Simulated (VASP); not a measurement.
Runs of VASP 6.6.1 on Re. The structure is that of space group Fd-3m (No. 227), or close to it. The cells are those of the table. This isn't the form of Re at room conditions, which is hcp.

| cell | gap on the mesh (eV) | pressure (GPa) |
| --- | --- | --- |
| a = 3.956 Å, angles 60.0°, 2 atoms | none | (a) |
| a = 3.695 Å, angles 60.0°, 2 atoms | none | 54.8 |
| a = 3.843 Å, angles 60.0°, 2 atoms | none | 17.4 |
| a = 3.760 Å, angles 60.0°, 2 atoms | none | 36.2 |

Alike in all rows: task single point; level PBEsol; potentials or basis VASP PAW PBE potentials, release 64 (Re); no spin polarisation; k mesh 13 × 13 × 13; cutoff (eV) 520; smearing fermi-dirac 0.1 eV.

Task: Estimate the missing entries.

Result: (a) -1.7.

Caveats: the PAW data sets were made with another functional, which shifts forces and pressure a little; spin-orbit coupling is left out, which moves the levels of the heavy elements; the cell stands under pressure (at least some runs).

A k mesh can miss the band edges, and the runs leave out spin-orbit coupling on Re.

A gap of «none» marks levels without a gap at the run's occupations.
